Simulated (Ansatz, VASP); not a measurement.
Li2ZrO2 in VASP and in Ansatz

```xyz
10
Lattice="3.2558 0.0000 0.0000 -1.6279 2.8196 0.0000 0.0000 0.0000 13.3491" Properties=species:S:1:pos:R:3 pbc="T T T"
Li    0.0000    0.0000    8.0815
Li    0.0000    0.0000    5.2676
Li    0.0000    0.0000    1.4070
Li    0.0000    0.0000   11.9422
Zr    1.6279    0.9399   10.0119
Zr    0.0000    1.8798    3.3373
O     1.6279    0.9399    0.0088
O     0.0000    1.8798   13.3403
O     0.0000    1.8798    6.6834
O     1.6279    0.9399    6.6657
```

Change from the starting cell: species swapped into the La2Rh2I type (P6_3/mmc, No. 194).

Alike in both runs: task relaxation of cell and atoms; functional PBE; k mesh 6 × 6 × 2; occupations gaussian, width 0.1 eV; no spin polarisation.

|  | VASP | Ansatz |
| --- | --- | --- |
| version | VASP 6.6.1 | Ansatz 0.2.0 |
| potentials or method | VASP PAW PBE potentials, release 64 (Li_sv, Zr_sv, O), cutoff 600 eV | scalar-relativistic, plane waves, PAW |
| valence electrons in the cell | 60 | 60 |

Ansatz gave:

* gap on the k mesh at the Fermi level, each at its own relaxed structure (eV): none
* relaxed volume (Å³/atom): 16.24
* relaxed length of the cell vector where the two differ most in proportion (Å): 17.356

**Question.** Which values does VASP return?

**Answer.** gap on the k mesh at the Fermi level, each at its own relaxed structure (eV): none; relaxed volume (Å³/atom): 14.99; relaxed length of the cell vector where the two differ most in proportion (Å): 16.029.

A gap of «none» marks a metal or a gap that the smearing closes. One of these differences is far larger than is usual between the two programs; its cause wasn't traced.

The k mesh is coarse, so the values compare programs but aren't converged. Noted on VASP's run: the cutoff is under 1.25 times that of the potentials, so the pressure is a little rough; the volume moved by over 15 % at a fixed basis, so the end points are rough.
